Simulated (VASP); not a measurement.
# H3CCl in VASP: a series of runs

The runs below take H3CCl through single point, relaxation of the atoms, with PBE+D3(BJ).

Program: VASP 6.6.1. These are calculated values, not measurements. Logs are shortened: lines on timing, memory, paths and dates and some standing lists are left out, and cuts for length are marked.

### Step 1. The cell of the first run

The cell holds a disordered packing, 30 atoms: a = 7.920 Å, b = 7.920 Å, c = 7.920 Å, α = 90.00°, β = 90.00°, γ = 90.00°.

### Step 2. Single point, PBE+D3(BJ)

INCAR

```
PREC = Accurate
ENCUT = 520
EDIFF = 1E-7
ISMEAR = -1
SIGMA = 0.02
LREAL = Auto
LASPH = True
NELM = 80
ALGO = Normal
ISIF = 2
LWAVE = False
LCHARG = False
GGA = PE
IVDW = 12
NBANDS = 63
```

KPOINTS

```
Automatic mesh
0
Gamma
  1 1 1
```

POSCAR

```
H3CCl
1.0
    7.9200370000      0.0000000000      0.0000000000
    0.0000000000      7.9200370000      0.0000000000
    0.0000000000      0.0000000000      7.9200370000
C Cl H
6 6 18
Direct
    0.5659190734      0.9757277649      0.5449595753
   -0.0069949168      0.5062602612      0.3635715338
    0.8376602281      0.2488498475      0.8541374239
    0.6596307568      0.7329258689      0.0062120922
    0.5408939377      0.2032187476      0.1954031275
    0.0353659964      1.0462324860      0.4862224760
    0.4421317729      0.8174709285      0.4227631765
   -0.1554916978      0.6206536661      0.4926618398
    1.0657652231      0.2541023483      0.8673823115
    0.4613614810      0.7258930735     -0.1017545751
    0.4902249825      0.3796825697      0.3335337954
   -0.0544568163      1.0454370352      0.2829027188
    0.6758175498      0.9999953283      0.4653766138
    0.4911088168      1.0926337844      0.5500353092
    0.6000350756      0.9274199098      0.6662342613
   -0.0112246950      0.5467524962      0.2331428502
    0.1172595532      0.5444292748      0.4097708129
   -0.0407447591      0.3771699551      0.3748593599
    0.7924079143      0.1260347647      0.8273824983
    0.7931276079      0.2824229230      0.9831267202
    0.7841882557      0.3380666025      0.7686832776
    0.6478505088      0.7942765924      0.1388251090
    0.6950725104      0.6048709116      0.0398609249
    0.7583171644      0.8104128806     -0.0513633964
    0.4951997068      0.2413877612      0.0672471606
    0.6749463418      0.1766784675      0.1975117035
    0.4735331413      0.0841662735      0.2299989255
    0.1679158822      0.9940357602      0.4717023418
    0.0043181616      1.1724187652      0.5266263276
   -0.0311993492      0.9449577066      0.5472954230
```

Potentials or basis: VASP PAW PBE potentials, release 64 (C, Cl, H).

Command:

```bash
cat potpaw_PBE.64/C/POTCAR potpaw_PBE.64/Cl/POTCAR potpaw_PBE.64/H/POTCAR > POTCAR
mpirun -np 1 vasp_gam > vasp.out
```

OUTCAR:

```text
PREC = Accurate
   ENCUT = 520
   EDIFF = 1E-7
   ISMEAR = -1
   LREAL = Auto
   LASPH = True
   NELM = 80
   ISIF = 2
   GGA = PE
   IVDW = 12
 IVDW          = 12

 ion  position               nearest neighbor table
   1  0.566  0.976  0.545-  15 1.07  13 1.09  14 1.10   7 1.86
   2  0.993  0.506  0.364-  18 1.06  16 1.08  17 1.09   8 1.80
   3  0.838  0.249  0.854-  19 1.06  21 1.07  20 1.11   9 1.81
   4  0.660  0.733  0.006-  23 1.09  24 1.09  22 1.16  10 1.79
   5  0.541  0.203  0.195-  26 1.08  27 1.12  25 1.12  11 1.82
   6  0.035  0.046  0.486-  30 1.07  29 1.08  28 1.13  12 1.76
   7  0.442  0.817  0.423-   1 1.86
   8  0.845  0.621  0.493-   2 1.80
   9  0.066  0.254  0.867-   3 1.81
  10  0.461  0.726  0.898-   4 1.79
  11  0.490  0.380  0.334-   5 1.82
  12  0.946  0.045  0.283-   6 1.76
[... 16 lines left out ...]
  29  0.004  0.172  0.527-   6 1.08
  30  0.969  0.945  0.547-   6 1.07

  LATTYP: Found a simple cubic cell.
 ALAT       =     7.9200370000

  Lattice vectors:

 A1 = (   7.9200370000,   0.0000000000,   0.0000000000)
 A2 = (   0.0000000000,   7.9200370000,   0.0000000000)
 A3 = (   0.0000000000,   0.0000000000,   7.9200370000)

Analysis of symmetry for initial positions (statically):
=====================================================================
 Subroutine PRICEL returns:
 Original cell was already a primitive cell.

 Routine SETGRP: Setting up the symmetry group for a
 simple cubic supercell.

 Subroutine GETGRP returns: Found  1 space group operations
 (whereof  1 operations were pure point group operations)
 out of a pool of 48 trial point group operations.

The static configuration has the point symmetry C_1 .

Analysis of symmetry for dynamics (positions and initial velocities):
=====================================================================
 Subroutine PRICEL returns:
 Original cell was already a primitive cell.

 Routine SETGRP: Setting up the symmetry group for a
 simple cubic supercell.

 Subroutine GETGRP returns: Found  1 space group operations
 (whereof  1 operations were pure point group operations)
 out of a pool of 48 trial point group operations.

The dynamic configuration has the point symmetry C_1 .

 Subroutine INISYM returns: Found  1 space group operations
 (whereof  1 operations are pure point group operations),
 and found     1 'primitive' translations

----------------------------------------------------------------------------------------

                                     Primitive cell

  volume of cell :     496.8001

  direct lattice vectors                    reciprocal lattice vectors
     7.920037000  0.000000000  0.000000000     0.126262036  0.000000000  0.000000000
     0.000000000  7.920037000  0.000000000     0.000000000  0.126262036  0.000000000
     0.000000000  0.000000000  7.920037000     0.000000000  0.000000000  0.126262036

  length of vectors
     7.920037000  7.920037000  7.920037000     0.126262036  0.126262036  0.126262036

  position of ions in fractional coordinates (direct lattice)
     0.565919073  0.975727765  0.544959575
     0.993005083  0.506260261  0.363571534
     0.837660228  0.248849847  0.854137424
     0.659630757  0.732925869  0.006212092
     0.540893938  0.203218748  0.195403128
     0.035365996  0.046232486  0.486222476
[... 22 lines left out ...]
     0.004318162  0.172418765  0.526626328
     0.968800651  0.944957707  0.547295423

  ion indices of the primitive-cell ions
   primitive index   ion index
                 1           1
                 2           2
                 3           3
                 4           4
                 5           5
                 6           6
[... 22 lines left out ...]
                29          29
                30          30

----------------------------------------------------------------------------------------

 KPOINTS: Automatic mesh

Automatic generation of k-mesh.
 Grid dimensions read from file:
 generate k-points for:    1    1    1

 Generating k-lattice:

  Cartesian coordinates                     Fractional coordinates (reciprocal lattice)
     0.126262036  0.000000000  0.000000000     1.000000000  0.000000000  0.000000000
     0.000000000  0.126262036  0.000000000     0.000000000  1.000000000  0.000000000
     0.000000000  0.000000000  0.126262036     0.000000000  0.000000000  1.000000000

  Length of vectors
     0.126262036  0.126262036  0.126262036

  Shift w.r.t. Gamma in fractional coordinates (k-lattice)
     0.000000000  0.000000000  0.000000000

 Subroutine IBZKPT returns following result:
 ===========================================

 Found      1 irreducible k-points:

 Following reciprocal coordinates:
            Coordinates               Weight
  0.000000  0.000000  0.000000      1.000000
   k-points           NKPTS =      1   k-points in BZ     NKDIM =      1   number of bands    NBANDS=     63
   number of dos      NEDOS =    301   number of ions     NIONS =     30
   total plane-waves  NPLWV = 216000
   dimension x,y,z NGX =    60 NGY =   60 NGZ =   60
   dimension x,y,z NGXF=   120 NGYF=  120 NGZF=  120
   ions per type =               6   6  18
   NGX,Y,Z   is equivalent  to a cutoff of  12.59, 12.59, 12.59 a.u.
   NGXF,Y,Z  is equivalent  to a cutoff of  25.19, 25.19, 25.19 a.u.
 SYSTEM =  unknown system
   PREC   = accura    normal or accurate (medium, high low for compatibility)
   ISTART =      0    job   : 0-new  1-cont  2-samecut
   ICHARG =      2    charge: 1-file 2-atom 10-const
   ISPIN  =      1    spin polarized calculation?
   LNONCOLLINEAR =      F non collinear calculations
   LSORBIT =      F    spin-orbit coupling
   LASPH  =      T    aspherical Exc in radial PAW
   ENCUT  =  520.0 eV  38.22 Ry    6.18 a.u.  14.73 14.73 14.73*2*pi/ulx,y,z
   NELM   =     80;   NELMIN=  2; NELMDL= -5     # of ELM steps
   EDIFF  = 0.1E-06   stopping-criterion for ELM
   LREAL  =      T    real-space projection
   EDIFFG = 0.1E-05   stopping-criterion for IOM
   NSW    =      0    number of steps for IOM
   IBRION =     -1    ionic relax: 0-MD 1-quasi-New 2-CG
   NFREE  =      0    steps in history (QN), initial steepest desc. (CG)
   ISIF   =      2    stress and relaxation
   ISYM   =      2    0-nonsym 1-usesym 2-fastsym
   POTIM  = 0.5000    time-step for ionic-motion
   TEBEG  =    0.0;   TEEND  =   0.0 temperature during run
   PSTRESS=    0.0 pullay stress
   NELECT =      84.0000    total number of electrons
   NUPDOWN=      -1.0000    fix difference up-down
   EMIN   =  10.00;   EMAX   =-10.00  energy-range for DOS
   EFERMI =   0.00;   METHOD = LEGACY
   ISMEAR =    -1;   SIGMA  =   0.02  broadening in eV -4-tet -1-fermi 0-gaus
   EFERMI_NEDOS =   21; number of points for ismear=-14 and -15
   IALGO  =     38    algorithm
   IMIX   =      4    mixing-type and parameters
     AMIX     =   0.40;   BMIX     =  1.00
     AMIX_MAG =   1.60;   BMIX_MAG =  1.00
  volume/ion in A,a.u.               =      16.56       111.75
  Fermi-wavevector in a.u.,A,eV,Ry     =   0.905261  1.710696 11.149952  0.819498
  Thomas-Fermi vector in A             =   2.028808
   LORBIT       =      0    0 simple, 1 ext, 2 COOP (PROOUT), +10 PAW based schemes
   GGA     = PE    functional components
   LHFCALC =     F    Hartree Fock is set to
   AEXX    =    0.0000 exact exchange contribution
   IVDW    =    12    specifies the selected vdW correction
   LEPSILON=     F    determine dielectric tensor
   LRPA    =     F    only Hartree local field effects (RPA)
 non-spin polarized calculation
  energy-cutoff  :      520.00
  volume of cell :      496.80
 maximum number of plane-waves:      6651
 NGX is ok and might be reduce to    60
   NGX = 29   NGY = 29   NGZ = 29

 number of electron      83.9999996 magnetization

 Free energy of the ion-electron system (eV)
  ---------------------------------------------------
  ext. energy  EPLUGINS =         0.00000000
  ---------------------------------------------------
  free energy    TOTEN  =      -133.82754043 eV

  energy without entropy =     -133.82754043  energy(sigma->0) =     -133.82754043

 E-fermi :  -2.5241     XC(G=0):  -6.2227

 val. band max:       -3.0852641587   @ k =   0.0000   0.0000   0.0000
 cond. band min:       2.1926553198   @ k =   0.0000   0.0000   0.0000
 fundamental gap:      5.2779194785
 Fermi energy:        -2.5240596305

 k-point     1 :       0.0000    0.0000    0.0000
  band No.  band energies     occupation
      1     -18.0841      2.00000
      2     -17.6999      2.00000
      3     -17.6736      2.00000
      4     -17.6027      2.00000
      5     -17.5096      2.00000
      6     -17.3762      2.00000
[... 46 lines left out ...]
     53       4.8237      0.00000
     54       4.9243      0.00000
 [bands above 54 left out]

------------------------ aborting loop because EDIFF is reached ----------------------------------------

 Edisp (eV)   -1.49047

 E8    (eV) :    -0.3933

  FORCE on cell =-STRESS in cart. coord.  units (eV):
  Direction    XX          YY          ZZ          XY          YZ          ZX
  --------------------------------------------------------------------------------------
  -------------------------------------------------------------------------------------
  Total      -2.38006    -0.41043     1.16505     0.03625    -3.43265    -0.44475
  in kB      -7.67566    -1.32363     3.75727     0.11690   -11.07027    -1.43430
  external pressure =       -1.75 kB  Pullay stress =        0.00 kB

 VOLUME and BASIS-vectors are now :
 -----------------------------------------------------------------------------
  energy-cutoff  :      520.00
  volume of cell :      496.80
      direct lattice vectors                 reciprocal lattice vectors
     7.920037000  0.000000000  0.000000000     0.126262036  0.000000000  0.000000000
     0.000000000  7.920037000  0.000000000     0.000000000  0.126262036  0.000000000
     0.000000000  0.000000000  7.920037000     0.000000000  0.000000000  0.126262036

 POSITION                                       TOTAL-FORCE (eV/Angst)
 -----------------------------------------------------------------------------------
      4.48210      7.72780      4.31610        -0.628167      0.106728     -1.677980
      7.86464      4.00960      2.87950         0.253667      1.518212      0.450587
      6.63430      1.97090      6.76480         0.545023      0.719021      2.057449
      5.22430      5.80480      0.04920        -0.292713      0.938148      2.571614
      4.28390      1.60950      1.54760        -1.333043      0.026865     -0.698583
      0.28010      0.36616      3.85090         0.846891     -1.191654     -0.746897
[... 22 lines left out ...]
      0.03420      1.36556      4.17090         0.751685      0.177808      0.882890
      7.67294      7.48410      4.33460        -0.464333     -0.156396      0.897461
 -----------------------------------------------------------------------------------
    total drift:                                0.003317     -0.002140     -0.010773

  FREE ENERGIE OF THE ION-ELECTRON SYSTEM (eV)
  ---------------------------------------------------
  free  energy   TOTEN  =      -135.3180091825 eV

  energy  without entropy=     -135.3180091825  energy(sigma->0) =     -135.31800918
```

Wall time 48 s (1 thread of AMD EPYC 7R13 (Zen 3), shared host); peak memory 0.41 GiB.

Results:

* Free energy: -135.3180 eV
* Pressure: -0.2 GPa
* Largest force: 2.753 eV/Å
* Dispersion energy per atom: -0.050 eV

Forces on the atoms (eV/Å):
```
C   -0.628  0.107 -1.678
C    0.254  1.518  0.451
C    0.545  0.719  2.057
C   -0.293  0.938  2.572
C   -1.333  0.027 -0.699
C    0.847 -1.192 -0.747
Cl   0.509  0.729  0.788
Cl   0.099 -0.023 -0.277
Cl  -0.637  0.027 -0.304
Cl   0.519  0.189  0.201
Cl   0.182 -0.751 -0.227
Cl  -0.199 -0.236 -1.404
H    0.142 -0.090  0.071
H   -0.066 -0.272  0.168
H   -0.066 -0.514  0.671
H   -0.434  0.201 -0.424
H    0.125 -0.543  0.177
H    0.106 -1.089  0.085
H   -0.095 -1.298 -0.390
H    0.182 -0.106 -0.541
H    0.101  0.772 -0.877
H   -0.481 -0.525 -1.454
H    0.349 -0.311 -0.474
H   -0.080 -0.359 -0.720
H    0.385 -0.197  0.597
H    0.311  0.260  0.094
H    0.077  0.773  0.159
H   -0.705  1.226  0.346
H    0.752  0.178  0.883
H   -0.464 -0.156  0.897
```

Caveat: the k points lie up to 0.79 Å⁻¹ apart; the atoms stand as in a frame of molecular dynamics.

### Step 3. Single point, PBE+D3(BJ)

INCAR

```
  ALGO = Normal
  EDIFF = 1E-6
  ENCUT = 520
  GGA = PE
  ISIF = 2
  ISMEAR = -1
  IVDW = 12
  LASPH = True
  LCHARG = True
  LELF = True
  LREAL = Auto
  LVHAR = True
  LWAVE = False
  NBANDS = 63
  NELM = 100
  PREC = Accurate
  SIGMA = 0.02
```

KPOINTS

```
k-points
0
Gamma
  1 1 1
```

POSCAR

```
H3CCl
1.0
    7.9200370000      0.0000000000      0.0000000000
    0.0000000000      7.9200370000      0.0000000000
    0.0000000000      0.0000000000      7.9200370000
C Cl H
6 6 18
Direct
    0.5522322686      0.9418642867      0.5502499546
    0.0006818150      0.5529267098      0.3487104921
    0.8370289179      0.2516907434      0.8945160231
    0.6588479321      0.7241001526      0.0094317741
    0.5204142354      0.1876758909      0.1682441635
    0.0210352553      1.0716364078      0.5064749066
    0.4133819072      0.8167007301      0.4203136930
   -0.1495195035      0.6195930650      0.4977249475
    1.0623435219      0.2531553830      0.8779504439
    0.4569423097      0.7014613694     -0.0752647999
    0.4894421579      0.3708947319      0.2921577260
   -0.0396841580      1.0235937029      0.2870693660
    0.6087850347      1.0230255237      0.4503009266
    0.4829017844      1.0244901634      0.6401611508
    0.6377116673      0.8561954950      0.6194289244
   -0.0209594980      0.6055906052      0.2266024767
    0.1191913624      0.5894669431      0.3978137981
   -0.0108459089      0.4166899725      0.3467660568
    0.8038851334      0.1279665739      0.8581651828
    0.8192385970      0.2681174343      1.0305507411
    0.7789862598      0.3528392607      0.8268521978
    0.6529767475      0.8094154106      0.1280928359
    0.7096557756      0.5969921605      0.0365402333
    0.7479763036      0.7907160030     -0.0815273969
    0.5137475999      0.2333322433      0.0388382024
    0.6593277279      0.1390523807      0.1873981144
    0.4152884639      0.1015020511      0.1935344494
    0.1571331043      1.0464345053      0.5316641829
   -0.0071085526      1.1993883362      0.5280278362
   -0.0481689669      0.9822050074      0.5889113902
```

Potentials or basis: VASP PAW PBE potentials, release 64 (C, Cl, H).

Command:

```bash
cat potpaw_PBE.64/C/POTCAR potpaw_PBE.64/Cl/POTCAR potpaw_PBE.64/H/POTCAR > POTCAR
mpirun -np 1 vasp_gam > vasp.out
```

It took 50 s on 1 thread of AMD EPYC 7R13 (Zen 3), shared host; peak memory 0.42 GiB.

The run converged. Its results:

* Free energy: -135.4273 eV
* Pressure: -0.1 GPa
* Largest force: 2.221 eV/Å
* Dispersion energy per atom: -0.049 eV

Forces on the atoms (eV/Å):
```
C   -0.163  0.613 -0.565
C   -0.515 -0.847  0.483
C    1.306  0.376  1.575
C    1.463  1.421  0.878
C    1.599 -0.136 -0.232
C    0.538 -2.084 -0.272
Cl  -0.169 -0.045  0.447
Cl  -0.589  0.357  0.355
Cl   0.330  0.322 -0.291
Cl  -0.564  0.004 -0.356
Cl   0.037  0.290  0.507
Cl   0.490  0.137  0.884
H    0.429 -0.345  0.950
H   -0.059 -0.511 -0.361
H   -0.098  0.346 -0.418
H   -0.277  0.474 -0.753
H    1.308  0.290  0.240
H    0.194 -0.393 -0.277
H   -0.840 -1.081 -0.516
H   -0.355 -0.013 -0.127
H   -0.240  0.524 -0.737
H    0.025 -1.275 -1.169
H   -0.106  0.445  0.204
H   -0.812 -0.604  0.494
H   -0.146 -0.177 -0.350
H   -2.189  0.276  0.074
H    0.410 -0.302  0.059
H   -0.478  0.123 -0.664
H   -0.454  1.382  0.277
H   -0.072  0.432 -0.338
```

Stress tensor (GPa, compression positive):
```
 0.00  0.17 -0.20
 0.17  0.41  0.06
-0.20  0.06 -0.73
```

Levels at points of the mesh, in eV from the Fermi level:
```csv
k point,band 40,band 41,band 42,band 43,band 44,band 45
"(0.00, 0.00, 0.00)",-0.69,-0.54,-0.51,5.02,5.20,5.44
```

Caveat: the k points lie up to 0.79 Å⁻¹ apart; the atoms stand as in a frame of molecular dynamics.

(Continued in part 2 of 2.)
